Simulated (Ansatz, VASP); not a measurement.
Two plane-wave programs on Ga

```
Ga
1.0
     1.74636    1.00826    1.86016
    -1.74636    1.00826    1.86016
     0.00000   -2.01652    1.86016
Ga
1
Direct
  0.50000 0.50000 0.50000
```

Alike in both runs: task relaxation of cell and atoms; functional PBE; k mesh 15 × 15 × 15; occupations gaussian, width 0.1 eV; no spin polarisation.

|  | VASP | Ansatz |
| --- | --- | --- |
| version | VASP 6.6.1 | Ansatz 0.2.0 |
| potentials or method | VASP PAW PBE potentials, release 64 (Ga_d), cutoff 600 eV | scalar-relativistic, plane waves, PAW |
| valence electrons in the cell | 13 | 13 |

|  | VASP | Ansatz | Ansatz less VASP |
| --- | --- | --- | --- |
| gap on the k mesh at the Fermi level, each at its own relaxed structure (eV) | none | none | - |
| relaxed volume (Å³/atom) | 19.36 | 19.33 | -0.029 |
| relaxed cell length with the largest relative difference (Å) | 2.761 | 2.759 | -0.0027 |

A gap of «none» marks a metal or a gap that the smearing closes.
